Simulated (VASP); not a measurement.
# Ti in VASP: notebook

Ti is run at these levels: LDA; tasks: single point, relaxation of the atoms.

All numbers are computed with VASP 6.6.1; they aren't measurements. Logs are shortened: lines on timing, memory, paths and dates and some standing lists are left out, and cuts for length are marked.

## Step 1: The cell of the first run

The cell holds a slab with vacuum, 3 atoms: a = 2.829 Å, b = 2.829 Å, c = 18.620 Å, α = 90.00°, β = 90.00°, γ = 120.00°.

## Step 2: Single point, LDA

Contents of INCAR:

```
SYSTEM = Ti
PREC = Accurate ; ENCUT = 520
EDIFF = 1E-7 ; ISMEAR = 0
SIGMA = 0.1 ; LREAL = .False.
LASPH = .True. ; NELM = 80
ALGO = Normal ; ISIF = 2
LWAVE = .False. ; LCHARG = .False.
LDIPOL = .True. ; IDIPOL = 3
DIPOL = 0.5 0.5 0.494 ; GGA = CA
NBANDS = 25
```

Contents of KPOINTS:

```
regular mesh
0
Gamma
  12 12 1
  0 0 0
```

Contents of POSCAR:

```
Ti
1.0
    2.8292006890      0.0000000000      0.0000000000
   -1.4146003445      2.4501596691      0.0000000000
    0.0000000000      0.0000000000     18.6200653787
Ti
3
Direct
    0.6666666667      0.3333333333      0.3759385296
    0.3333333333      0.6666666667      0.4936282154
    0.0000000000      0.0000000000      0.6113109237
```

Potentials or basis: VASP PAW LDA potentials, release 64 (Ti_sv).

Command:

```sh
$ cat potpaw_LDA.64/Ti_sv/POTCAR > POTCAR
$ mpirun -np 1 vasp_std > vasp.out
```

OUTCAR:

```text
SYSTEM = Ti
   PREC = Accurate
   ENCUT = 520
   EDIFF = 1E-7
   ISMEAR = 0
   LREAL = .False.
   LASPH = .True.
   NELM = 80
   ISIF = 2
   GGA = CA

 ion  position               nearest neighbor table
   1  0.667  0.333  0.376-   2 2.73   2 2.73   2 2.73
   2  0.333  0.667  0.494-   3 2.73   3 2.73   3 2.73   1 2.73   1 2.73   1 2.73
   3  0.000  0.000  0.611-   2 2.73   2 2.73   2 2.73

  LATTYP: Found a hexagonal cell.
 ALAT       =     2.8292006890
 C/A-ratio  =     6.5813872629

  Lattice vectors:

 A1 = (   2.8292006890,   0.0000000000,   0.0000000000)
 A2 = (  -1.4146003445,   2.4501596691,   0.0000000000)
 A3 = (   0.0000000000,   0.0000000000,  18.6200653787)

Analysis of symmetry for initial positions (statically):
=====================================================================
 Subroutine PRICEL returns:
 Original cell was already a primitive cell.

 Routine SETGRP: Setting up the symmetry group for a
 hexagonal supercell.

 Subroutine GETGRP returns: Found 12 space group operations
 (whereof  6 operations were pure point group operations)
 out of a pool of 24 trial point group operations.

The static configuration has the point symmetry C_3v.
 The point group associated with its full space group is D_3d.

Analysis of symmetry for dynamics (positions and initial velocities):
=====================================================================
 Subroutine PRICEL returns:
 Original cell was already a primitive cell.

 Routine SETGRP: Setting up the symmetry group for a
 hexagonal supercell.

 Subroutine GETGRP returns: Found 12 space group operations
 (whereof  6 operations were pure point group operations)
 out of a pool of 24 trial point group operations.

The dynamic configuration has the point symmetry C_3v.
 The point group associated with its full space group is D_3d.

 Subroutine INISYM returns: Found 12 space group operations
 (whereof  6 operations are pure point group operations),
 and found     1 'primitive' translations

----------------------------------------------------------------------------------------

                                     Primitive cell

  volume of cell :     129.0742

  direct lattice vectors                    reciprocal lattice vectors
     2.829200689  0.000000000  0.000000000     0.353456722  0.204068333  0.000000000
    -1.414600344  2.450159669  0.000000000     0.000000000  0.408136667  0.000000000
     0.000000000  0.000000000 18.620065379     0.000000000  0.000000000  0.053705504

  length of vectors
     2.829200689  2.829200689 18.620065379     0.408136667  0.408136667  0.053705504

  position of ions in fractional coordinates (direct lattice)
     0.666666667  0.333333333  0.375938530
     0.333333333  0.666666667  0.493628215
     0.000000000  0.000000000  0.611310924

  ion indices of the primitive-cell ions
   primitive index   ion index
                 1           1
                 2           2
                 3           3

----------------------------------------------------------------------------------------

 KPOINTS: regular mesh

Automatic generation of k-mesh.
 Grid dimensions read from file:
 generate k-points for:   12   12    1

 Generating k-lattice:

  Cartesian coordinates                     Fractional coordinates (reciprocal lattice)
     0.029454727  0.017005694  0.000000000     0.083333333  0.000000000  0.000000000
     0.000000000  0.034011389  0.000000000     0.000000000  0.083333333  0.000000000
     0.000000000  0.000000000  0.053705504     0.000000000  0.000000000  1.000000000

  Length of vectors
     0.034011389  0.034011389  0.053705504

  Shift w.r.t. Gamma in fractional coordinates (k-lattice)
     0.000000000  0.000000000  0.000000000

 Subroutine IBZKPT returns following result:
 ===========================================

 Found     19 irreducible k-points:

 Following reciprocal coordinates:
            Coordinates               Weight
  0.000000  0.000000  0.000000      1.000000
  0.083333 -0.000000  0.000000      6.000000
  0.166667 -0.000000  0.000000      6.000000
  0.250000  0.000000  0.000000      6.000000
  0.333333  0.000000  0.000000      6.000000
  0.416667 -0.000000  0.000000      6.000000
[... 11 lines left out ...]
  0.333333  0.250000  0.000000     12.000000
  0.333333  0.333333  0.000000      2.000000
   k-points           NKPTS =     19   k-points in BZ     NKDIM =     19   number of bands    NBANDS=     25
   number of dos      NEDOS =    301   number of ions     NIONS =      3
   total plane-waves  NPLWV =  80640
   dimension x,y,z NGX =    24 NGY =   24 NGZ =  140
   dimension x,y,z NGXF=    48 NGYF=   48 NGZF=  280
   ions per type =               3
   NGX,Y,Z   is equivalent  to a cutoff of  14.10, 14.10, 12.50 a.u.
   NGXF,Y,Z  is equivalent  to a cutoff of  28.21, 28.21, 25.00 a.u.
 SYSTEM =  Ti
   PREC   = accura    normal or accurate (medium, high low for compatibility)
   ISTART =      0    job   : 0-new  1-cont  2-samecut
   ICHARG =      2    charge: 1-file 2-atom 10-const
   ISPIN  =      1    spin polarized calculation?
   LNONCOLLINEAR =      F non collinear calculations
   LSORBIT =      F    spin-orbit coupling
   LASPH  =      T    aspherical Exc in radial PAW
   ENCUT  =  520.0 eV  38.22 Ry    6.18 a.u.   5.26  5.26 34.62*2*pi/ulx,y,z
   NELM   =     80;   NELMIN=  2; NELMDL= -5     # of ELM steps
   EDIFF  = 0.1E-06   stopping-criterion for ELM
   LREAL  =      F    real-space projection
   EDIFFG = 0.1E-05   stopping-criterion for IOM
   NSW    =      0    number of steps for IOM
   IBRION =     -1    ionic relax: 0-MD 1-quasi-New 2-CG
   NFREE  =      0    steps in history (QN), initial steepest desc. (CG)
   ISIF   =      2    stress and relaxation
   ISYM   =      2    0-nonsym 1-usesym 2-fastsym
   POTIM  = 0.5000    time-step for ionic-motion
   TEBEG  =    0.0;   TEEND  =   0.0 temperature during run
   PSTRESS=    0.0 pullay stress
   NELECT =      36.0000    total number of electrons
   NUPDOWN=      -1.0000    fix difference up-down
   EMIN   =  10.00;   EMAX   =-10.00  energy-range for DOS
   EFERMI =   0.00;   METHOD = LEGACY
   ISMEAR =     0;   SIGMA  =   0.10  broadening in eV -4-tet -1-fermi 0-gaus
   EFERMI_NEDOS =   21; number of points for ismear=-14 and -15
   IALGO  =     38    algorithm
   IMIX   =      4    mixing-type and parameters
     AMIX     =   0.40;   BMIX     =  1.00
     AMIX_MAG =   1.60;   BMIX_MAG =  1.00
  volume/ion in A,a.u.               =      43.02       290.35
  Fermi-wavevector in a.u.,A,eV,Ry     =   1.069619  2.021287 15.566227  1.144085
  Thomas-Fermi vector in A             =   2.205304
   LORBIT       =      0    0 simple, 1 ext, 2 COOP (PROOUT), +10 PAW based schemes
   GGA     = CA    functional components
   LHFCALC =     F    Hartree Fock is set to
   AEXX    =    0.0000 exact exchange contribution
   IVDW    =     0    specifies the selected vdW correction
   LEPSILON=     F    determine dielectric tensor
   LRPA    =     F    only Hartree local field effects (RPA)
 non-spin polarized calculation
 Gauss-broadening in eV      SIGMA  =   0.10
  energy-cutoff  :      520.00
  volume of cell :      129.07
 maximum number of plane-waves:      3508
 NGX is ok and might be reduce to    24
   NGX = 11   NGY = 11   NGZ = 69

 dipolmoment           0.000000      0.000000      0.000063 electrons x Angstroem

 number of electron      36.0000003 magnetization

 dipolmoment           0.000000      0.000000     -0.000553 electrons x Angstroem

 Free energy of the ion-electron system (eV)
  ---------------------------------------------------
  ext. energy  EPLUGINS =         0.00000000
  ---------------------------------------------------
  free energy    TOTEN  =       -23.66908333 eV

  energy without entropy =      -23.64115931  energy(sigma->0) =      -23.65512132

 E-fermi :   0.4246     XC(G=0):  -5.6251

 val. band max:        0.4164917992   @ k =   0.0833   0.0833   0.0000
 cond. band min:       0.4487257033   @ k =   0.2500   0.2500   0.0000
 fundamental gap:      0.0322339041
 Fermi energy:         0.4245886263

 k-point     1 :       0.0000    0.0000    0.0000
  band No.  band energies     occupation
      1     -55.6244      2.00000
      2     -55.5967      2.00000
      3     -55.2498      2.00000
      4     -32.5402      2.00000
      5     -32.2609      2.00000
      6     -31.8687      2.00000
[... 17 lines left out ...]
     24       1.4070      0.00000
     25       1.4844      0.00000

 k-point     2 :       0.0833   -0.0000    0.0000
  band No.  band energies     occupation
      1     -55.6153      2.00000
      2     -55.5887      2.00000
      3     -55.2432      2.00000
      4     -32.5241      2.00000
      5     -32.2599      2.00000
      6     -31.9195      2.00000
[... 17 lines left out ...]
     24       1.5079      0.00000
     25       1.5587      0.00000

 k-point     3 :       0.1667   -0.0000    0.0000
  band No.  band energies     occupation
      1     -55.5903      2.00000
      2     -55.5668      2.00000
      3     -55.2253      2.00000
      4     -32.4811      2.00000
      5     -32.2616      2.00000
      6     -32.0547      2.00000
[... 17 lines left out ...]
     24       1.7491      0.00000
     25       1.9898      0.00000

 k-point     4 :       0.2500    0.0000    0.0000
  band No.  band energies     occupation
      1     -55.5562      2.00000
      2     -55.5365      2.00000
      3     -55.2009      2.00000
      4     -32.4354      2.00000
      5     -32.2872      2.00000
      6     -32.2066      2.00000
[... 17 lines left out ...]
     24       2.2438      0.00000
     25       2.6328      0.00000

 k-point     5 :       0.3333    0.0000    0.0000
  band No.  band energies     occupation
      1     -55.5220      2.00000
      2     -55.5056      2.00000
      3     -55.1764      2.00000
      4     -32.4767      2.00000
      5     -32.3765      2.00000
      6     -32.3503      2.00000
[... 17 lines left out ...]
     24       2.8037      0.00000
     25       3.0821      0.00000

 k-point     6 :       0.4167   -0.0000    0.0000
  band No.  band energies     occupation
      1     -55.4972      2.00000
      2     -55.4824      2.00000
      3     -55.1586      2.00000
      4     -32.5791      2.00000
      5     -32.4903      2.00000
      6     -32.4106      2.00000
[... 17 lines left out ...]
     24       3.2351      0.00000
     25       3.7703      0.00000
[... 253 lines left out ...]
 k-point    16 :       0.4167    0.1667    0.0000
  band No.  band energies     occupation
      1     -55.4806      2.00000
      2     -55.4662      2.00000
      3     -55.1463      2.00000
      4     -32.5602      2.00000
      5     -32.4790      2.00000
      6     -32.3878      2.00000
[... 17 lines left out ...]
     24       3.4828      0.00000
     25       3.5822      0.00000

 k-point    17 :       0.2500    0.2500    0.0000
  band No.  band energies     occupation
      1     -55.4883      2.00000
      2     -55.4738      2.00000
      3     -55.1520      2.00000
      4     -32.4895      2.00000
      5     -32.4129      2.00000
      6     -32.3368      2.00000
[... 17 lines left out ...]
     24       2.8279      0.00000
     25       3.1077      0.00000

 k-point    18 :       0.3333    0.2500    0.0000
  band No.  band energies     occupation
      1     -55.4762      2.00000
      2     -55.4619      2.00000
      3     -55.1430      2.00000
      4     -32.4928      2.00000
      5     -32.4211      2.00000
      6     -32.3461      2.00000
[... 17 lines left out ...]
     24       3.0766      0.00000
     25       3.3599      0.00000

 k-point    19 :       0.3333    0.3333    0.0000
  band No.  band energies     occupation
      1     -55.4718      2.00000
      2     -55.4575      2.00000
      3     -55.1398      2.00000
      4     -32.4343      2.00000
      5     -32.3743      2.00000
      6     -32.3645      2.00000
[... 17 lines left out ...]
     24       2.8145      0.00000
     25       3.4688      0.00000

------------------------ aborting loop because EDIFF is reached ----------------------------------------

 vacuum level on the upper side and lower side of the slab       (xc-potential included)        -0.163        -0.147

  FORCE on cell =-STRESS in cart. coord.  units (eV):
  Direction    XX          YY          ZZ          XY          YZ          ZX
  --------------------------------------------------------------------------------------
  -------------------------------------------------------------------------------------
  Total       -0.7344309     -0.7344309     -0.0572977      0.0000000     -0.0000000     -0.0000000
  in kB       -9.1163750     -9.1163750     -0.7112270      0.0000000     -0.0000000     -0.0000000
  external PRESSURE =      -6.3146590 kB  Pullay stress =       0.0000000 kB

 VOLUME and BASIS-vectors are now :
 -----------------------------------------------------------------------------
  energy-cutoff  :      520.00
  volume of cell :      129.07
      direct lattice vectors                 reciprocal lattice vectors
     2.829200689  0.000000000  0.000000000     0.353456722  0.204068333  0.000000000
    -1.414600344  2.450159669  0.000000000     0.000000000  0.408136667  0.000000000
     0.000000000  0.000000000 18.620065379     0.000000000  0.000000000  0.053705504

 POSITION                                       TOTAL-FORCE (eV/Angst)
 -----------------------------------------------------------------------------------
      1.41460      0.81672      7.00000         0.000000     -0.000000      0.009986
     -0.00000      1.63344      9.19139        -0.000000     -0.000000      0.000000
      0.00000      0.00000     11.38265         0.000000      0.000000     -0.009986
 -----------------------------------------------------------------------------------
    total drift:                               -0.000000     -0.000000     -0.202149

  FREE ENERGIE OF THE ION-ELECTRON SYSTEM (eV)
  ---------------------------------------------------
  free  energy   TOTEN  =       -23.6690833350 eV

  energy  without entropy=      -23.6411593102  energy(sigma->0) =      -23.65512132

 vacuum level on the upper side and lower side of the slab         5.163         5.179
```

Wall time 61 s (1 thread of Intel Xeon 6975P-C (Granite Rapids), shared host); peak memory 0.23 GiB.

What came out:

* Free energy: -23.6691 eV
* Largest force: 0.010 eV/Å
* Band gap on the k mesh: zero (bands 18 and 19 overlap by 0.93 eV)

Forces in eV/Å, atoms in the order of the input:
```
Ti   0.000  0.000  0.010
Ti   0.000  0.000  0.000
Ti   0.000  0.000 -0.010
```

## Step 3: Relaxation of the atoms, LDA

Contents of INCAR:

```
SYSTEM = Ti
ALGO = Normal
DIPOL = 0.5 0.5 0.500
EDIFF = 1E-6
EDIFFG = -0.03
ENCUT = 520
IBRION = 2
IDIPOL = 3
ISIF = 2
ISMEAR = 0
LASPH = .True.
LCHARG = .False.
LDIPOL = .True.
LREAL = .False.
LWAVE = .False.
NELM = 60
NSW = 70
PREC = Accurate
SIGMA = 0.1
```

Contents of KPOINTS:

```
k-points
0
Gamma
  12 12 1
  0 0 0
```

Contents of POSCAR:

```
Ti
1.0
    2.8292006890      0.0000000000      0.0000000000
   -1.4146003445      2.4501596691      0.0000000000
    0.0000000000      0.0000000000     18.6200653787
Ti
3
Selective dynamics
Direct
    0.6666666667      0.3333333333      0.3759385296  F F F
    0.3333333333      0.6666666667      0.5000000000  T T T
    0.0000000000      0.0000000000      0.6240614704  T T T
```

Potentials or basis: VASP PAW LDA potentials, release 64 (Ti_sv).

Command:

```sh
$ cat potpaw_LDA.64/Ti_sv/POTCAR > POTCAR
$ mpirun -np 1 vasp_std > vasp.out
```

Run time: 4.1 min. Hardware: 1 thread of Intel Xeon 6975P-C (Granite Rapids), shared host; peak memory 0.22 GiB.

Results (log left out):

| Item | Value |
| --- | --- |
| Free energy | -23.6690 eV |
| Energy gained by relaxing | 21.0 meV/atom |
| Ionic steps | 9 |
| Band gap on the k mesh | zero (bands 18 and 19 overlap by 0.93 eV) |

Step by step:
```tsv
step	energy change (eV)	largest force on free atoms (eV/Å)	pressure (GPa)
1	0.0000	0.4867	-2.32
2	-0.0107	0.4208	-2.17
3	-0.0324	0.2466	-1.66
4	-0.0146	0.8389	-0.44
5	-0.0367	0.3767	-1.36
6	-0.0491	0.2691	-1.19
7	-0.0626	0.0610	-0.71
8	-0.0626	0.0608	-0.72
9	-0.0630	0.0071	-0.61
```

Final structure:
```
CELL_PARAMETERS angstrom
2.82920 0.00000 0.00000
-1.41460 2.45016 0.00000
0.00000 0.00000 18.62007
ATOMIC_POSITIONS crystal
Ti 0.66667 0.33333 0.37594
Ti 0.33333 0.66667 0.49351
Ti 0.00000 0.00000 0.61118
```

Levels at points of the mesh, in eV from the Fermi level:
| k point | band 15 | band 16 | band 17 | band 18 | band 19 | band 20 | band 21 | band 22 |
| --- | --- | --- | --- | --- | --- | --- | --- | --- |
| (0.00, 0.00, 0.00) | -3.08 | -0.12 | -0.08 | 0.68 | 0.68 | 0.92 | 0.93 | 0.98 |
| (0.50, 0.00, 0.00) | -1.98 | -1.77 | -0.94 | 0.40 | 0.66 | 0.87 | 1.32 | 2.01 |
